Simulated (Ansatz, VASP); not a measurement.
**MgZr2O2 in VASP and in Ansatz**

```
CELL_PARAMETERS angstrom
-2.35289 2.35289 3.30309
2.35289 -2.35289 3.30309
2.35289 2.35289 -3.30309
ATOMIC_POSITIONS crystal
Mg 0.50000 0.50000 0.00000
Zr 0.50000 0.00000 0.50000
Zr 0.00000 0.50000 0.50000
O 0.75000 0.25000 0.50000
O 0.25000 0.75000 0.50000
```

Alike in both runs: task relaxation of cell and atoms; functional PBE; k mesh 6 × 6 × 6; occupations gaussian, width 0.1 eV; no spin polarisation.

|  | VASP | Ansatz |
| --- | --- | --- |
| version | VASP 6.6.1 | Ansatz 0.2.0 |
| potentials or method | VASP PAW PBE potentials, release 64 (Mg, Zr_sv, O), cutoff 600 eV | scalar-relativistic, plane waves, PAW |
| valence electrons in the cell | 38 | 46 |

Ansatz gave:

| Item | Value |
| --- | --- |
| gap on the k mesh at the Fermi level, each at its own relaxed structure (eV) | none |
| relaxed volume (Å³/atom) | 26.92 |
| relaxed cell length with the largest relative difference (Å) | 5.725 |

Task: What did VASP give for the same quantities?

Result: gap on the k mesh at the Fermi level, each at its own relaxed structure (eV): none; relaxed volume (Å³/atom): 26.22; relaxed cell length with the largest relative difference (Å): 5.685.

A gap of «none» marks a metal or a gap that the smearing closes. VASP's potentials hold 38 valence electrons a cell and Ansatz's 46, so a difference there can come from the potentials and not from the codes.

Noted on VASP's run: the volume moved by over 15 % at a fixed basis, so the end points are rough.
